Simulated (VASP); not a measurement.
Runs of VASP 6.6.1 on CoSi2. The structure is that of space group Fm-3m (No. 225), or close to it. The cells are those of the table. 

```csv
task,cell,cutoff (eV),gap on the mesh (eV),pressure (GPa)
single point,"a = 3.752 Å, angles 60.0°, 3 atoms",520,none,5.7
relaxation of cell and atoms,"relaxed from a = 3.787 Å, angles 60.0°, 3 atoms",600,none,0.0
single point,"a = 3.864 Å, angles 60.0°, 3 atoms",520,none,-9.3
single point,"a = 3.828 Å, angles 60.0°, 3 atoms",520,none,(b)
single point,"a = 3.632 Å, angles 60.0°, 3 atoms",520,none,30.3
single point,"a = 3.790 Å, angles 60.0°, 3 atoms",520,none,-0.2
single point,"a = 3.673 Å, angles 60.0°, 3 atoms",520,none,20.7
single point,"a = 3.713 Å, angles 60.0°, 3 atoms",520,none,12.6
single point,"a = 3.912 Å, angles 60.0°, 3 atoms",520,none,(a)
```

Alike in all rows: level PBE; potentials or basis VASP PAW PBE potentials, release 64 (Co, Si); no spin polarisation; k mesh 14 × 14 × 14; smearing gaussian 0.1 eV.

Task: Fill in the values left out.

Result: (a) -13.7; (b) -5.2.

Caveats: the run has no spin polarisation, though such a crystal can be magnetic; the cell stands under pressure (at least some runs); the cell stands under tension (at least some runs).

A gap of «none» marks levels without a gap at the run's occupations.
